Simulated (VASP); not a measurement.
# AlN (P4_2/mnm) in VASP: notebook

The runs below take AlN through single point, with PBE.

Everything below comes from runs of VASP 6.6.1. Logs are shortened: lines on timing, memory, paths and dates and some standing lists are left out, and cuts for length are marked.

### Step 1. The cell of the first run

The structure is tetragonal, space group P4_2/mnm (No. 136). The conventional cell has a = 5.329 Å, b = 5.329 Å, c = 3.122 Å, α = 90.00°, β = 90.00°, γ = 90.00°. Within 2.5 Å of Al (site symmetry m2m) lie 4 N at 1.88 to 1.93 Å. Within 2.5 Å of N (site symmetry m2m) lie 4 Al at 1.88 to 1.93 Å.

### Step 2. Single point, PBE

INCAR

```
PREC = Accurate
ENCUT = 520
EDIFF = 1E-6
ISMEAR = 0
SIGMA = 0.1
LREAL = F
LASPH = T
NELM = 100
ALGO = Normal
ISIF = 2
LWAVE = F
LCHARG = T
GGA = PE
LELF = T
LVHAR = T
NBANDS = 26
```

KPOINTS

```
regular mesh
0
Gamma
  4 4 4
```

POSCAR

```
AlN
1.0
    0.0000000000      0.0000000000      3.1218369000
    5.3291138000      0.0000000000      0.0000000000
    0.0000000000      5.3291138000      0.0000000000
Al N
4 4
Direct
    0.0000000000      0.6769860000      0.6769860000
    0.5000000000      0.1769860000      0.8230140000
    0.5000000000      0.8230140000      0.1769860000
    0.0000000000      0.3230140000      0.3230140000
    0.5000000000      0.8154210000      0.8154210000
    0.5000000000      0.1845790000      0.1845790000
    0.0000000000      0.6845790000      0.3154210000
    0.0000000000      0.3154210000      0.6845790000
```

Potentials or basis: VASP PAW PBE potentials, release 64 (Al, N).

Run with:

```sh
$ cat potpaw_PBE.64/Al/POTCAR potpaw_PBE.64/N/POTCAR > POTCAR
$ mpirun -np 1 vasp_std > vasp.out
```

OUTCAR:

```text
PREC = Accurate
   ENCUT = 520
   EDIFF = 1E-6
   ISMEAR = 0
   LREAL = F
   LASPH = T
   NELM = 100
   ISIF = 2
   GGA = PE

 ion  position               nearest neighbor table
   1  0.000  0.677  0.677-   5 1.88   5 1.88   8 1.93   7 1.93   4 2.67   3 3.18   3 3.18   2 3.18
                             2 3.18   3 3.18   2 3.18   3 3.18   2 3.18
   2  0.500  0.177  0.823-   8 1.88   8 1.88   5 1.93   6 1.93   3 2.67   1 3.18   4 3.18   1 3.18
                             1 3.18   4 3.18   4 3.18   4 3.18   1 3.18
   3  0.500  0.823  0.177-   7 1.88   7 1.88   5 1.93   6 1.93   2 2.67   1 3.18   1 3.18   4 3.18
                             1 3.18   4 3.18   4 3.18   1 3.18   4 3.18
   4  0.000  0.323  0.323-   6 1.88   6 1.88   8 1.93   7 1.93   1 2.67   2 3.18   2 3.18   3 3.18
                             2 3.18   3 3.18   3 3.18   2 3.18   3 3.18
   5  0.500  0.815  0.815-   1 1.88   1 1.88   3 1.93   2 1.93
   6  0.500  0.185  0.185-   4 1.88   4 1.88   2 1.93   3 1.93
   7  0.000  0.685  0.315-   3 1.88   3 1.88   4 1.93   1 1.93
   8  0.000  0.315  0.685-   2 1.88   2 1.88   4 1.93   1 1.93

  LATTYP: Found a simple tetragonal cell.
 ALAT       =     5.3291138000
 C/A-ratio  =     0.5858078880

  Lattice vectors:

 A1 = (   5.3291138000,   0.0000000000,   0.0000000000)
 A2 = (   0.0000000000,   5.3291138000,   0.0000000000)
 A3 = (   0.0000000000,   0.0000000000,   3.1218369000)

Analysis of symmetry for initial positions (statically):
=====================================================================
 Subroutine PRICEL returns:
 Original cell was already a primitive cell.

 Routine SETGRP: Setting up the symmetry group for a
 simple tetragonal supercell.

 Subroutine GETGRP returns: Found 16 space group operations
 (whereof  8 operations were pure point group operations)
 out of a pool of 16 trial point group operations.

The static configuration has the point symmetry D_2h.
 The point group associated with its full space group is D_4h.

Analysis of symmetry for dynamics (positions and initial velocities):
=====================================================================
 Subroutine PRICEL returns:
 Original cell was already a primitive cell.

 Routine SETGRP: Setting up the symmetry group for a
 simple tetragonal supercell.

 Subroutine GETGRP returns: Found 16 space group operations
 (whereof  8 operations were pure point group operations)
 out of a pool of 16 trial point group operations.

The dynamic configuration has the point symmetry D_2h.
 The point group associated with its full space group is D_4h.

 Subroutine INISYM returns: Found 16 space group operations
 (whereof  8 operations are pure point group operations),
 and found     1 'primitive' translations

----------------------------------------------------------------------------------------

                                     Primitive cell

  volume of cell :      88.6585

  direct lattice vectors                    reciprocal lattice vectors
     0.000000000  0.000000000  3.121836900     0.000000000  0.000000000  0.320324230
     5.329113800  0.000000000  0.000000000     0.187648460  0.000000000  0.000000000
     0.000000000  5.329113800  0.000000000     0.000000000  0.187648460  0.000000000

  length of vectors
     3.121836900  5.329113800  5.329113800     0.320324230  0.187648460  0.187648460

  position of ions in fractional coordinates (direct lattice)
     0.000000000  0.676986000  0.676986000
     0.500000000  0.176986000  0.823014000
     0.500000000  0.823014000  0.176986000
     0.000000000  0.323014000  0.323014000
     0.500000000  0.815421000  0.815421000
     0.500000000  0.184579000  0.184579000
     0.000000000  0.684579000  0.315421000
     0.000000000  0.315421000  0.684579000

  ion indices of the primitive-cell ions
   primitive index   ion index
                 1           1
                 2           2
                 3           3
                 4           4
                 5           5
                 6           6
                 7           7
                 8           8

----------------------------------------------------------------------------------------

 KPOINTS: regular mesh

Automatic generation of k-mesh.
 Grid dimensions read from file:
 generate k-points for:    4    4    4

 Generating k-lattice:

  Cartesian coordinates                     Fractional coordinates (reciprocal lattice)
     0.000000000  0.000000000  0.080081057     0.250000000  0.000000000  0.000000000
     0.046912115  0.000000000  0.000000000     0.000000000  0.250000000  0.000000000
     0.000000000  0.046912115  0.000000000     0.000000000  0.000000000  0.250000000

  Length of vectors
     0.080081057  0.046912115  0.046912115

  Shift w.r.t. Gamma in fractional coordinates (k-lattice)
     0.000000000  0.000000000  0.000000000

 Subroutine IBZKPT returns following result:
 ===========================================

 Found     18 irreducible k-points:

 Following reciprocal coordinates:
            Coordinates               Weight
  0.000000  0.000000  0.000000      1.000000
  0.250000  0.000000  0.000000      2.000000
  0.500000  0.000000  0.000000      1.000000
  0.000000  0.250000  0.000000      4.000000
  0.250000  0.250000  0.000000      8.000000
  0.500000  0.250000  0.000000      4.000000
[... 10 lines left out ...]
  0.250000  0.500000  0.500000      2.000000
  0.500000  0.500000  0.500000      1.000000
   k-points           NKPTS =     18   k-points in BZ     NKDIM =     18   number of bands    NBANDS=     26
   number of dos      NEDOS =    301   number of ions     NIONS =      8
   total plane-waves  NPLWV =  38400
   dimension x,y,z NGX =    24 NGY =   40 NGZ =   40
   dimension x,y,z NGXF=    48 NGYF=   80 NGZF=   80
   ions per type =               4   4
   NGX,Y,Z   is equivalent  to a cutoff of  12.78, 12.48, 12.48 a.u.
   NGXF,Y,Z  is equivalent  to a cutoff of  25.56, 24.96, 24.96 a.u.
 SYSTEM =  unknown system
   PREC   = accura    normal or accurate (medium, high low for compatibility)
   ISTART =      0    job   : 0-new  1-cont  2-samecut
   ICHARG =      2    charge: 1-file 2-atom 10-const
   ISPIN  =      1    spin polarized calculation?
   LNONCOLLINEAR =      F non collinear calculations
   LSORBIT =      F    spin-orbit coupling
   LASPH  =      T    aspherical Exc in radial PAW
   ENCUT  =  520.0 eV  38.22 Ry    6.18 a.u.   5.80  9.91  9.91*2*pi/ulx,y,z
   NELM   =    100;   NELMIN=  2; NELMDL= -5     # of ELM steps
   EDIFF  = 0.1E-05   stopping-criterion for ELM
   LREAL  =      F    real-space projection
   EDIFFG = 0.1E-04   stopping-criterion for IOM
   NSW    =      0    number of steps for IOM
   IBRION =     -1    ionic relax: 0-MD 1-quasi-New 2-CG
   NFREE  =      0    steps in history (QN), initial steepest desc. (CG)
   ISIF   =      2    stress and relaxation
   ISYM   =      2    0-nonsym 1-usesym 2-fastsym
   POTIM  = 0.5000    time-step for ionic-motion
   TEBEG  =    0.0;   TEEND  =   0.0 temperature during run
   PSTRESS=    0.0 pullay stress
   NELECT =      32.0000    total number of electrons
   NUPDOWN=      -1.0000    fix difference up-down
   EMIN   =  10.00;   EMAX   =-10.00  energy-range for DOS
   EFERMI =   0.00;   METHOD = LEGACY
   ISMEAR =     0;   SIGMA  =   0.10  broadening in eV -4-tet -1-fermi 0-gaus
   EFERMI_NEDOS =   21; number of points for ismear=-14 and -15
   IALGO  =     38    algorithm
   IMIX   =      4    mixing-type and parameters
     AMIX     =   0.40;   BMIX     =  1.00
     AMIX_MAG =   1.60;   BMIX_MAG =  1.00
  volume/ion in A,a.u.               =      11.08        74.79
  Fermi-wavevector in a.u.,A,eV,Ry     =   1.165605  2.202674 18.485354  1.358635
  Thomas-Fermi vector in A             =   2.302129
   LORBIT       =      0    0 simple, 1 ext, 2 COOP (PROOUT), +10 PAW based schemes
   GGA     = PE    functional components
   LHFCALC =     F    Hartree Fock is set to
   AEXX    =    0.0000 exact exchange contribution
   IVDW    =     0    specifies the selected vdW correction
   LEPSILON=     F    determine dielectric tensor
   LRPA    =     F    only Hartree local field effects (RPA)
 non-spin polarized calculation
 Gauss-broadening in eV      SIGMA  =   0.10
  energy-cutoff  :      520.00
  volume of cell :       88.66
 maximum number of plane-waves:      2400
 NGX is ok and might be reduce to    24
   NGX = 11   NGY = 19   NGZ = 19

 number of electron      31.9999997 magnetization

 Free energy of the ion-electron system (eV)
  ---------------------------------------------------
  ext. energy  EPLUGINS =         0.00000000
  ---------------------------------------------------
  free energy    TOTEN  =       -59.29232480 eV

  energy without entropy =      -59.29232480  energy(sigma->0) =      -59.29232480

 E-fermi :   5.9865     XC(G=0): -10.5771

 val. band max:        5.5145408209   @ k =   0.0000   0.0000   0.0000
 cond. band min:       9.2610801923   @ k =   0.0000   0.0000   0.0000
 fundamental gap:      3.7465393715
 Fermi energy:         5.9865400672

 k-point     1 :       0.0000    0.0000    0.0000
  band No.  band energies     occupation
      1      -9.4724      2.00000
      2      -7.5170      2.00000
      3      -7.5170      2.00000
      4      -7.2464      2.00000
      5      -0.3984      2.00000
      6       0.7348      2.00000
[... 18 lines left out ...]
     25      16.5851      0.00000
     26      17.1477      0.00000

 k-point     2 :       0.2500    0.0000    0.0000
  band No.  band energies     occupation
      1      -8.9322      2.00000
      2      -7.2112      2.00000
      3      -7.1987      2.00000
      4      -7.1987      2.00000
      5       0.1229      2.00000
      6       1.4242      2.00000
[... 18 lines left out ...]
     25      15.1399      0.00000
     26      15.1399      0.00000

 k-point     3 :       0.5000    0.0000    0.0000
  band No.  band energies     occupation
      1      -7.7660      2.00000
      2      -7.7660      2.00000
      3      -6.8280      2.00000
      4      -6.8280      2.00000
      5       0.6734      2.00000
      6       0.6734      2.00000
[... 18 lines left out ...]
     25      16.0626      0.00000
     26      16.0626      0.00000

 k-point     4 :       0.0000    0.2500    0.0000
  band No.  band energies     occupation
      1      -9.2810      2.00000
      2      -8.0346      2.00000
      3      -7.4227      2.00000
      4      -7.1035      2.00000
      5      -0.2609      2.00000
      6       0.9989      2.00000
[... 18 lines left out ...]
     25      16.2953      0.00000
     26      16.7636      0.00000

 k-point     5 :       0.2500    0.2500    0.0000
  band No.  band energies     occupation
      1      -8.7624      2.00000
      2      -7.7007      2.00000
      3      -7.1388      2.00000
      4      -6.9891      2.00000
      5       0.3318      2.00000
      6       1.3047      2.00000
[... 18 lines left out ...]
     25      15.2386      0.00000
     26      15.4936      0.00000

 k-point     6 :       0.5000    0.2500    0.0000
  band No.  band energies     occupation
      1      -7.7179      2.00000
      2      -7.7179      2.00000
      3      -6.8707      2.00000
      4      -6.8707      2.00000
      5       0.4432      2.00000
      6       0.4432      2.00000
[... 253 lines left out ...]
 k-point    15 :       0.5000    0.5000    0.2500
  band No.  band energies     occupation
      1      -7.6304      2.00000
      2      -7.6304      2.00000
      3      -6.9339      2.00000
      4      -6.9339      2.00000
      5       0.0025      2.00000
      6       0.0025      2.00000
[... 18 lines left out ...]
     25      15.7444      0.00000
     26      15.7444      0.00000

 k-point    16 :       0.0000    0.5000    0.5000
  band No.  band energies     occupation
      1      -8.3977      2.00000
      2      -8.3977      2.00000
      3      -7.7287      2.00000
      4      -7.7287      2.00000
      5       1.2764      2.00000
      6       1.2764      2.00000
[... 18 lines left out ...]
     25      16.1164      0.00000
     26      16.1164      0.00000

 k-point    17 :       0.2500    0.5000    0.5000
  band No.  band energies     occupation
      1      -8.0324      2.00000
      2      -8.0324      2.00000
      3      -7.3739      2.00000
      4      -7.3739      2.00000
      5       0.8020      2.00000
      6       0.8020      2.00000
[... 18 lines left out ...]
     25      15.3322      0.00000
     26      15.3322      0.00000

 k-point    18 :       0.5000    0.5000    0.5000
  band No.  band energies     occupation
      1      -7.5948      2.00000
      2      -7.5948      2.00000
      3      -6.9505      2.00000
      4      -6.9505      2.00000
      5      -0.1750      2.00000
      6      -0.1750      2.00000
[... 18 lines left out ...]
     25      16.0563      0.00000
     26      16.0563      0.00000

------------------------ aborting loop because EDIFF is reached ----------------------------------------

  FORCE on cell =-STRESS in cart. coord.  units (eV):
  Direction    XX          YY          ZZ          XY          YZ          ZX
  --------------------------------------------------------------------------------------
  -------------------------------------------------------------------------------------
  Total       -0.1704157     -0.1704157     -0.0685992      0.0000000      0.0000000      0.0000000
  in kB       -3.0796395     -3.0796395     -1.2396792      0.0000000      0.0000000      0.0000000
  external PRESSURE =      -2.4663194 kB  Pullay stress =       0.0000000 kB

 VOLUME and BASIS-vectors are now :
 -----------------------------------------------------------------------------
  energy-cutoff  :      520.00
  volume of cell :       88.66
      direct lattice vectors                 reciprocal lattice vectors
     0.000000000  0.000000000  3.121836900     0.000000000  0.000000000  0.320324230
     5.329113800  0.000000000  0.000000000     0.187648460  0.000000000  0.000000000
     0.000000000  5.329113800  0.000000000     0.000000000  0.187648460  0.000000000

 POSITION                                       TOTAL-FORCE (eV/Angst)
 -----------------------------------------------------------------------------------
      3.60774      3.60774      0.00000         0.004455      0.004455      0.000000
      0.94318      4.38594      1.56092         0.004455     -0.004455      0.000000
      4.38594      0.94318      1.56092        -0.004455      0.004455      0.000000
      1.72138      1.72138      0.00000        -0.004455     -0.004455      0.000000
      4.34547      4.34547      1.56092        -0.010526     -0.010526      0.000000
      0.98364      0.98364      1.56092         0.010526      0.010526     -0.000000
      3.64820      1.68091      0.00000         0.010526     -0.010526     -0.000000
      1.68091      3.64820      0.00000        -0.010526      0.010526      0.000000
 -----------------------------------------------------------------------------------
    total drift:                                0.000000     -0.000000      0.000000

  FREE ENERGIE OF THE ION-ELECTRON SYSTEM (eV)
  ---------------------------------------------------
  free  energy   TOTEN  =       -59.2923248018 eV

  energy  without entropy=      -59.2923248018  energy(sigma->0) =      -59.29232480
```

It took 24 s on 1 thread of AMD EPYC 9R45 (Zen 5), shared host; peak memory 0.16 GiB.

Results:

- Free energy: -59.2923 eV
- Pressure: -0.2 GPa
- Largest force: 0.015 eV/Å
- Band gap on the k mesh: 3.75 eV, direct

Forces on the atoms (eV/Å):
```
Al   0.004  0.004  0.000
Al   0.004 -0.004  0.000
Al  -0.004  0.004  0.000
Al  -0.004 -0.004  0.000
N   -0.011 -0.011  0.000
N    0.011  0.011  0.000
N    0.011 -0.011  0.000
N   -0.011  0.011  0.000
```

Stress tensor (GPa, compression positive):
```
-0.31  0.00  0.00
 0.00 -0.31  0.00
 0.00  0.00 -0.12
```

Caveat: the k points lie up to 0.50 Å⁻¹ apart. A hybrid or GW would open this gap; PBE tends to underestimate it.

[end of part 1 of 2]
